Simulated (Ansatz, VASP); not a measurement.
## Cs in VASP and in Ansatz

Contents of INCAR:

```
SYSTEM = Cs
PREC = Accurate ; ENCUT = 500
EDIFF = 1E-6 ; ISMEAR = -5
SIGMA = 0.05 ; LREAL = .FALSE.
LASPH = .TRUE. ; NELM = 120
ALGO = Normal ; ISIF = 2
LWAVE = .FALSE. ; LCHARG = .TRUE.
GGA = LIBXC ; LIBXC1 = GGA_X_PBE_SOL
LIBXC2 = GGA_C_PBE ; LELF = .TRUE.
LVHAR = .TRUE. ; NBANDS = 10
GGA_COMPAT = .FALSE.
```

File KPOINTS:

```
regular mesh
0
G
  6 6 6
  0 0 0
```

The input POSCAR:

```
Cs
1.0
   -3.0861833234      3.0861833234      3.0861833234
    3.0861833234     -3.0861833234      3.0861833234
    3.0861833234      3.0861833234     -3.0861833234
Cs
1
Direct
    0.0000000000      0.0000000000      0.0000000000
```

Contents of input.yaml:

```yaml
crystal:
  lattice:
    - [-3.0861833234, 3.0861833234, 3.0861833234]
    - [3.0861833234, -3.0861833234, 3.0861833234]
    - [3.0861833234, 3.0861833234, -3.0861833234]
  atoms:
    - { symbol: Cs, position: [0.0, 0.0, 0.0] }
kpoints:
  mp_grid: { grid: [6, 6, 6] }
scf:
  occupations: { method: tetrahedron }
hamiltonian:
  xc: { exchange: pbesol, correlation: pbe }
  pseudopotentials: { kind: all_electron, lapw: { basis_error: 0.002 } }
output:
  forces: true
  stress: true
  eigenvalues: true
```

Change from the starting cell: volume scaled by 0.96.

Alike in both runs: task single point; functional pbesol exchange, pbe correlation; k mesh 6 × 6 × 6; occupations tetrahedron; no spin polarisation.

```csv
,VASP,Ansatz
version,VASP 6.6.1,Ansatz 0.2.0
potentials or method,"VASP PAW PBE potentials, release 64 (Cs_sv), cutoff 500 eV","all-electron LAPW, scalar-relativistic"
```

|  | VASP | Ansatz | Ansatz less VASP |
| --- | --- | --- | --- |
| gap on the k mesh at the Fermi level (eV) | none | none | - |
| pressure (GPa) | -0.1 | -0.1 | +0.01 |

VASP's potentials were made for PBE, not for pbesol exchange, pbe correlation. A gap of «none» marks a metal or a gap that the smearing closes. Ansatz ran all-electron here, and VASP with PAW potentials.

Neither program's run includes spin-orbit coupling.
